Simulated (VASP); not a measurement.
Set up this calculation in VASP 6.6.1, as the native input.

```
Task                   : single point
Functional             : PBE
Potentials or basis    : VASP PAW PBE potentials, release 64 (Ga_d, As)
Cutoff                 : 520 eV
k mesh                 : 20 × 20 × 20
Occupations            : gaussian, width 0.1 eV
Spin                   : no spin polarisation
Dipole correction      : no
Further INCAR settings : ALGO = Fast; EDIFF = 1e-07; NBANDS = 16
```

The structure of GaAs lies in POSCAR:

```
GaAs
1.0
   -1.9064872609      1.9064872609      2.6953140469
    1.9064872609     -1.9064872609      2.6953140469
    1.9064872609      1.9064872609     -2.6953140469
Ga As
1 1
Direct
    0.0000000000      0.0000000000      0.0000000000
    0.5000000000      0.5000000000      0.0000000000
```

The cell was built from a structure type or drawn by symmetry, and may not be a known phase.

These files were run (other wordings do the same):

INCAR

```
SYSTEM = GaAs
  PREC = Accurate
  ENCUT = 520
  EDIFF = 1E-7
  ISMEAR = 0
  SIGMA = 0.1
  LREAL = .False.
  LASPH = .True.
  NELM = 100
  ALGO = Fast
  ISIF = 2
  LWAVE = .False.
  LCHARG = .False.
  GGA = PE
  NBANDS = 16
```

KPOINTS

```
Automatic mesh
0
Gamma
  20 20 20
  0 0 0
```

Potentials or basis: VASP PAW PBE potentials, release 64 (Ga_d, As).

Launch:

```sh
$ cat potpaw_PBE.64/Ga_d/POTCAR potpaw_PBE.64/As/POTCAR > POTCAR
$ mpirun -np 1 vasp_std > vasp.out
```

Results of the run:

- Pressure: 0.1 GPa
- Band gap on the k mesh: zero (bands 9 and 10 overlap by 3.12 eV)

Run time: 3.7 min on 1 thread of AMD EPYC 9R45 96-Core Processor (Zen 5) (shared host), peak memory 0.47 GiB.
